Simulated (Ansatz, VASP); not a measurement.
## One calculation of BP, two programs

```xyz
2
Lattice="0.0000 2.2690 2.2690 2.2690 0.0000 2.2690 2.2690 2.2690 0.0000" Properties=species:S:1:pos:R:3 pbc="T T T"
P     3.4035    3.4035    3.4035
B     0.0000    0.0000    0.0000
```

Alike in both runs: task single point; functional PBE; k mesh 10 × 10 × 10; occupations gaussian, width 0.03 eV; no spin polarisation.

```csv
,VASP,Ansatz
version,VASP 6.6.1,Ansatz 0.2.0
potentials or method,"VASP PAW PBE potentials, release 64 (P, B), cutoff 520 eV","all-electron LAPW, scalar-relativistic"
```

Ansatz gave:

| Item | Value |
| --- | --- |
| gap on the k mesh at the Fermi level (eV) | 1.25 |
| least direct gap on the mesh (eV) | 3.41 |
| pressure (GPa) | 1.1 |

Question: Estimate VASP's values.

Answer: gap on the k mesh at the Fermi level (eV): 1.24; least direct gap on the mesh (eV): 3.40; pressure (GPa): 0.9.

Ansatz ran all-electron here, and VASP with PAW potentials.
